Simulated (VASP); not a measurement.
# SnO in VASP: single point with PBE+D3(BJ)

Aim: the single point of SnO with PBE+D3(BJ).

All numbers are computed with VASP 6.6.1; they aren't measurements. Logs are shortened: lines on timing, memory, paths and dates and some standing lists are left out, and cuts for length are marked.

**1. The cell of the first run**

The cell holds a slab with vacuum, 8 atoms: a = 3.820 Å, b = 3.820 Å, c = 22.226 Å, α = 90.00°, β = 90.00°, γ = 90.00°.

**2. Single point, PBE+D3(BJ) (layers slid over each other)**

INCAR reads:

```
PREC = Accurate
ENCUT = 520
EDIFF = 1E-6
ISMEAR = 0
SIGMA = 0.05
LREAL = F
LASPH = T
NELM = 100
ALGO = Normal
ISIF = 2
LWAVE = F
LCHARG = F
LDIPOL = T
IDIPOL = 3
DIPOL = 0.5 0.5 0.394
GGA = PE
IVDW = 12
NBANDS = 50
```

KPOINTS reads:

```
regular mesh
0
Gamma
  7 7 1
```

POSCAR reads:

```
SnO
1.0
    3.8201636883      0.0000000000      0.0000000000
    0.0000000000      3.8201636883      0.0000000000
    0.0000000000      0.0000000000     22.2260802162
Sn O
4 4
Direct
    0.7500000000      0.2500000000      0.2024648501
    0.2500000000      0.7500000000      0.3087831971
    0.7500000000      1.2500000000      0.4797535150
    1.2500000000      0.7500000000      0.5860718620
    0.2500000000      0.2500000000      0.2556240236
    0.7500000000      0.7500000000      0.2556240236
    1.2500000000      1.2500000000      0.5329126885
    0.7500000000      0.7500000000      0.5329126885
```

Potentials or basis: VASP PAW PBE potentials, release 64 (Sn_d, O).

The run is started by

```
$ cat potpaw_PBE.64/Sn_d/POTCAR potpaw_PBE.64/O/POTCAR > POTCAR
$ mpirun -np 1 vasp_std > vasp.out
```

OUTCAR:

```text
PREC = Accurate
   ENCUT = 520
   EDIFF = 1E-6
   ISMEAR = 0
   LREAL = F
   LASPH = T
   NELM = 100
   ISIF = 2
   GGA = PE
   IVDW = 12
 IVDW          = 12

 ion  position               nearest neighbor table
   1  0.750  0.250  0.202-   5 2.25   6 2.25   6 2.25   5 2.25   2 3.59   2 3.59   2 3.59   2 3.59

   2  0.250  0.750  0.309-   5 2.25   6 2.25   5 2.25   6 2.25   1 3.59   1 3.59   1 3.59   1 3.59

   3  0.750  0.250  0.480-   7 2.25   8 2.25   8 2.25   7 2.25   4 3.59   4 3.59   4 3.59   4 3.59

   4  0.250  0.750  0.586-   7 2.25   8 2.25   7 2.25   8 2.25   3 3.59   3 3.59   3 3.59   3 3.59

   5  0.250  0.250  0.256-   1 2.25   2 2.25   2 2.25   1 2.25
   6  0.750  0.750  0.256-   1 2.25   2 2.25   1 2.25   2 2.25
   7  0.250  0.250  0.533-   3 2.25   4 2.25   4 2.25   3 2.25
   8  0.750  0.750  0.533-   3 2.25   4 2.25   3 2.25   4 2.25

  LATTYP: Found a simple tetragonal cell.
 ALAT       =     3.8201636883
 C/A-ratio  =     5.8180962989

  Lattice vectors:

 A1 = (   3.8201636883,   0.0000000000,   0.0000000000)
 A2 = (   0.0000000000,   3.8201636883,   0.0000000000)
 A3 = (   0.0000000000,   0.0000000000,  22.2260802162)

Analysis of symmetry for initial positions (statically):
=====================================================================
 Subroutine PRICEL returns:
 Original cell was already a primitive cell.

 Routine SETGRP: Setting up the symmetry group for a
 simple tetragonal supercell.

 Subroutine GETGRP returns: Found 16 space group operations
 (whereof  2 operations were pure point group operations)
 out of a pool of 16 trial point group operations.

The static configuration has the point symmetry C_1h.
 The point group associated with its full space group is D_4h.

Analysis of symmetry for dynamics (positions and initial velocities):
=====================================================================
 Subroutine PRICEL returns:
 Original cell was already a primitive cell.

 Routine SETGRP: Setting up the symmetry group for a
 simple tetragonal supercell.

 Subroutine GETGRP returns: Found 16 space group operations
 (whereof  2 operations were pure point group operations)
 out of a pool of 16 trial point group operations.

The dynamic configuration has the point symmetry C_1h.
 The point group associated with its full space group is D_4h.

 Subroutine INISYM returns: Found 16 space group operations
 (whereof  2 operations are pure point group operations),
 and found     1 'primitive' translations

----------------------------------------------------------------------------------------

                                     Primitive cell

  volume of cell :     324.3596

  direct lattice vectors                    reciprocal lattice vectors
     3.820163688  0.000000000  0.000000000     0.261768888  0.000000000  0.000000000
     0.000000000  3.820163688  0.000000000     0.000000000  0.261768888  0.000000000
     0.000000000  0.000000000 22.226080216     0.000000000  0.000000000  0.044992189

  length of vectors
     3.820163688  3.820163688 22.226080216     0.261768888  0.261768888  0.044992189

  position of ions in fractional coordinates (direct lattice)
     0.750000000  0.250000000  0.202464850
     0.250000000  0.750000000  0.308783197
     0.750000000  0.250000000  0.479753515
     0.250000000  0.750000000  0.586071862
     0.250000000  0.250000000  0.255624024
     0.750000000  0.750000000  0.255624024
     0.250000000  0.250000000  0.532912688
     0.750000000  0.750000000  0.532912688

  ion indices of the primitive-cell ions
   primitive index   ion index
                 1           1
                 2           2
                 3           3
                 4           4
                 5           5
                 6           6
                 7           7
                 8           8

----------------------------------------------------------------------------------------

 KPOINTS: regular mesh

Automatic generation of k-mesh.
 Grid dimensions read from file:
 generate k-points for:    7    7    1

 Generating k-lattice:

  Cartesian coordinates                     Fractional coordinates (reciprocal lattice)
     0.037395555  0.000000000  0.000000000     0.142857143  0.000000000  0.000000000
     0.000000000  0.037395555  0.000000000     0.000000000  0.142857143  0.000000000
     0.000000000  0.000000000  0.044992189     0.000000000  0.000000000  1.000000000

  Length of vectors
     0.037395555  0.037395555  0.044992189

  Shift w.r.t. Gamma in fractional coordinates (k-lattice)
     0.000000000  0.000000000  0.000000000

 Subroutine IBZKPT returns following result:
 ===========================================

 Found     10 irreducible k-points:

 Following reciprocal coordinates:
            Coordinates               Weight
  0.000000  0.000000  0.000000      1.000000
  0.142857  0.000000  0.000000      4.000000
  0.285714  0.000000  0.000000      4.000000
  0.428571  0.000000  0.000000      4.000000
  0.142857  0.142857  0.000000      4.000000
  0.285714  0.142857  0.000000      8.000000
  0.428571  0.142857  0.000000      8.000000
  0.285714  0.285714  0.000000      4.000000
  0.428571  0.285714  0.000000      8.000000
  0.428571  0.428571  0.000000      4.000000
   k-points           NKPTS =     10   k-points in BZ     NKDIM =     10   number of bands    NBANDS=     50
   number of dos      NEDOS =    301   number of ions     NIONS =      8
   total plane-waves  NPLWV = 131712
   dimension x,y,z NGX =    28 NGY =   28 NGZ =  168
   dimension x,y,z NGXF=    56 NGYF=   56 NGZF=  336
   ions per type =               4   4
   NGX,Y,Z   is equivalent  to a cutoff of  12.19, 12.19, 12.57 a.u.
   NGXF,Y,Z  is equivalent  to a cutoff of  24.37, 24.37, 25.13 a.u.
 SYSTEM =  unknown system
   PREC   = accura    normal or accurate (medium, high low for compatibility)
   ISTART =      0    job   : 0-new  1-cont  2-samecut
   ICHARG =      2    charge: 1-file 2-atom 10-const
   ISPIN  =      1    spin polarized calculation?
   LNONCOLLINEAR =      F non collinear calculations
   LSORBIT =      F    spin-orbit coupling
   LASPH  =      T    aspherical Exc in radial PAW
   ENCUT  =  520.0 eV  38.22 Ry    6.18 a.u.   7.10  7.10 41.33*2*pi/ulx,y,z
   NELM   =    100;   NELMIN=  2; NELMDL= -5     # of ELM steps
   EDIFF  = 0.1E-05   stopping-criterion for ELM
   LREAL  =      F    real-space projection
   EDIFFG = 0.1E-04   stopping-criterion for IOM
   NSW    =      0    number of steps for IOM
   IBRION =     -1    ionic relax: 0-MD 1-quasi-New 2-CG
   NFREE  =      0    steps in history (QN), initial steepest desc. (CG)
   ISIF   =      2    stress and relaxation
   ISYM   =      2    0-nonsym 1-usesym 2-fastsym
   POTIM  = 0.5000    time-step for ionic-motion
   TEBEG  =    0.0;   TEEND  =   0.0 temperature during run
   PSTRESS=    0.0 pullay stress
   NELECT =      80.0000    total number of electrons
   NUPDOWN=      -1.0000    fix difference up-down
   EMIN   =  10.00;   EMAX   =-10.00  energy-range for DOS
   EFERMI =   0.00;   METHOD = LEGACY
   ISMEAR =     0;   SIGMA  =   0.05  broadening in eV -4-tet -1-fermi 0-gaus
   EFERMI_NEDOS =   21; number of points for ismear=-14 and -15
   IALGO  =     38    algorithm
   IMIX   =      4    mixing-type and parameters
     AMIX     =   0.40;   BMIX     =  1.00
     AMIX_MAG =   1.60;   BMIX_MAG =  1.00
  volume/ion in A,a.u.               =      40.54       273.61
  Fermi-wavevector in a.u.,A,eV,Ry     =   1.026666  1.940118 14.341129  1.054043
  Thomas-Fermi vector in A             =   2.160571
   LORBIT       =      0    0 simple, 1 ext, 2 COOP (PROOUT), +10 PAW based schemes
   GGA     = PE    functional components
   LHFCALC =     F    Hartree Fock is set to
   AEXX    =    0.0000 exact exchange contribution
   IVDW    =    12    specifies the selected vdW correction
   LEPSILON=     F    determine dielectric tensor
   LRPA    =     F    only Hartree local field effects (RPA)
 non-spin polarized calculation
 Gauss-broadening in eV      SIGMA  =   0.05
  energy-cutoff  :      520.00
  volume of cell :      324.36
 maximum number of plane-waves:      8769
   NGX = 15   NGY = 15   NGZ = 83

 dipolmoment           0.000000      0.000000      0.000207 electrons x Angstroem

 number of electron      79.9999971 magnetization

 dipolmoment           0.000000      0.000000     -0.000003 electrons x Angstroem

 Free energy of the ion-electron system (eV)
  ---------------------------------------------------
  ext. energy  EPLUGINS =         0.00000000
  ---------------------------------------------------
  free energy    TOTEN  =       -45.22080560 eV

  energy without entropy =      -45.22080560  energy(sigma->0) =      -45.22080560

 E-fermi :   0.1326     XC(G=0):  -5.2848

 val. band max:       -0.1460065356   @ k =   0.1429   0.0000   0.0000
 cond. band min:       2.3204208470   @ k =   0.4286   0.4286   0.0000
 fundamental gap:      2.4664273827
 Fermi energy:         0.1326044213

 k-point     1 :       0.0000    0.0000    0.0000
  band No.  band energies     occupation
      1     -21.0706      2.00000
      2     -21.0703      2.00000
      3     -20.7104      2.00000
      4     -20.7101      2.00000
      5     -20.6726      2.00000
      6     -20.6726      2.00000
[... 42 lines left out ...]
     49       5.2741      0.00000
     50       5.2741      0.00000

 k-point     2 :       0.1429    0.0000    0.0000
  band No.  band energies     occupation
      1     -21.0616      2.00000
      2     -21.0614      2.00000
      3     -20.7110      2.00000
      4     -20.7107      2.00000
      5     -20.6742      2.00000
      6     -20.6737      2.00000
[... 42 lines left out ...]
     49       5.4205      0.00000
     50       5.4471      0.00000

 k-point     3 :       0.2857    0.0000    0.0000
  band No.  band energies     occupation
      1     -21.0365      2.00000
      2     -21.0365      2.00000
      3     -20.8071      2.00000
      4     -20.8065      2.00000
      5     -20.6783      2.00000
      6     -20.6782      2.00000
[... 42 lines left out ...]
     49       5.6062      0.00000
     50       5.6615      0.00000

 k-point     4 :       0.4286    0.0000    0.0000
  band No.  band energies     occupation
      1     -20.9927      2.00000
      2     -20.9925      2.00000
      3     -20.9180      2.00000
      4     -20.9176      2.00000
      5     -20.6816      2.00000
      6     -20.6811      2.00000
[... 42 lines left out ...]
     49       6.3881      0.00000
     50       6.5415      0.00000

 k-point     5 :       0.1429    0.1429    0.0000
  band No.  band energies     occupation
      1     -21.0540      2.00000
      2     -21.0538      2.00000
      3     -20.7228      2.00000
      4     -20.7224      2.00000
      5     -20.6977      2.00000
      6     -20.6974      2.00000
[... 42 lines left out ...]
     49       5.2840      0.00000
     50       5.5089      0.00000

 k-point     6 :       0.2857    0.1429    0.0000
  band No.  band energies     occupation
      1     -21.0330      2.00000
      2     -21.0329      2.00000
      3     -20.8307      2.00000
      4     -20.8305      2.00000
      5     -20.6804      2.00000
      6     -20.6801      2.00000
[... 42 lines left out ...]
     49       5.5973      0.00000
     50       5.7054      0.00000

 k-point     7 :       0.4286    0.1429    0.0000
  band No.  band energies     occupation
      1     -20.9957      2.00000
      2     -20.9957      2.00000
      3     -20.9299      2.00000
      4     -20.9298      2.00000
      5     -20.6798      2.00000
      6     -20.6794      2.00000
[... 42 lines left out ...]
     49       6.0587      0.00000
     50       6.1162      0.00000

 k-point     8 :       0.2857    0.2857    0.0000
  band No.  band energies     occupation
      1     -21.0244      2.00000
      2     -21.0240      2.00000
      3     -20.8964      2.00000
      4     -20.8960      2.00000
      5     -20.6728      2.00000
      6     -20.6723      2.00000
[... 42 lines left out ...]
     49       5.5149      0.00000
     50       5.6143      0.00000

 k-point     9 :       0.4286    0.2857    0.0000
  band No.  band energies     occupation
      1     -21.0056      2.00000
      2     -21.0050      2.00000
      3     -20.9635      2.00000
      4     -20.9629      2.00000
      5     -20.6755      2.00000
      6     -20.6753      2.00000
[... 42 lines left out ...]
     49       5.8313      0.00000
     50       6.0862      0.00000

 k-point    10 :       0.4286    0.4286    0.0000
  band No.  band energies     occupation
      1     -21.0115      2.00000
      2     -21.0106      2.00000
      3     -20.9976      2.00000
      4     -20.9966      2.00000
      5     -20.6776      2.00000
      6     -20.6776      2.00000
[... 42 lines left out ...]
     49       5.8105      0.00000
     50       6.0869      0.00000

------------------------ aborting loop because EDIFF is reached ----------------------------------------

 vacuum level on the upper side and lower side of the slab       (xc-potential included)        -0.155        -0.155

 Edisp (eV)   -1.27741

 E8    (eV) :    -0.5660

  FORCE on cell =-STRESS in cart. coord.  units (eV):
  Direction    XX          YY          ZZ          XY          YZ          ZX
  --------------------------------------------------------------------------------------
  -------------------------------------------------------------------------------------
  Total       0.09719     0.09719    -0.58395     0.00000     0.00000     0.00000
  in kB       0.48008     0.48008    -2.88445     0.00000     0.00000     0.00000
  external pressure =       -0.64 kB  Pullay stress =        0.00 kB

 VOLUME and BASIS-vectors are now :
 -----------------------------------------------------------------------------
  energy-cutoff  :      520.00
  volume of cell :      324.36
      direct lattice vectors                 reciprocal lattice vectors
     3.820163688  0.000000000  0.000000000     0.261768888  0.000000000  0.000000000
     0.000000000  3.820163688  0.000000000     0.000000000  0.261768888  0.000000000
     0.000000000  0.000000000 22.226080216     0.000000000  0.000000000  0.044992189

 POSITION                                       TOTAL-FORCE (eV/Angst)
 -----------------------------------------------------------------------------------
      2.86512      0.95504      4.50000        -0.000000      0.000000     -0.069129
      0.95504      2.86512      6.86304         0.000000      0.000000      0.201056
      2.86512      0.95504     10.66304        -0.000000     -0.000000     -0.201056
      0.95504      2.86512     13.02608         0.000000      0.000000      0.069129
      0.95504      0.95504      5.68152        -0.000000     -0.000000      0.020723
      2.86512      2.86512      5.68152         0.000000     -0.000000      0.020723
      0.95504      0.95504     11.84456         0.000000     -0.000000     -0.020723
      2.86512      2.86512     11.84456         0.000000     -0.000000     -0.020723
 -----------------------------------------------------------------------------------
    total drift:                                0.000000      0.000000     -0.000141

  FREE ENERGIE OF THE ION-ELECTRON SYSTEM (eV)
  ---------------------------------------------------
  free  energy   TOTEN  =       -46.4982200442 eV

  energy  without entropy=      -46.4982200442  energy(sigma->0) =      -46.49822004

 vacuum level on the upper side and lower side of the slab         4.786         4.786
```

Wall time 2.7 min (1 thread of Intel Xeon 6975P-C (Granite Rapids), shared host); peak memory 0.38 GiB.

What came out:

```yaml
Free_energy: -46.4982 eV
Largest_force: 0.201 eV/Å
Band_gap_on_the_k_mesh: 2.47 eV (least direct gap 2.52 eV)
Dispersion_energy_per_atom: -0.160 eV
```

Forces in eV/Å, atoms in the order of the input:
```
Sn   0.000  0.000 -0.069
Sn   0.000  0.000  0.201
Sn   0.000  0.000 -0.201
Sn   0.000  0.000  0.069
O    0.000  0.000  0.021
O    0.000  0.000  0.021
O    0.000  0.000 -0.021
O    0.000  0.000 -0.021
```

Levels at points of the mesh, in eV from the valence-band top:
| k point | band 38 | band 39 | band 40 | band 41 | band 42 | band 43 |
| --- | --- | --- | --- | --- | --- | --- |
| (0.00, 0.00, 0.00) | -2.01 | -0.71 | -0.02 | 2.50 | 2.79 | 2.81 |

Caveat: the cell differs from its parent crystal (layers slid over each other); spin-orbit coupling is left out, which moves the levels of the heavy elements.
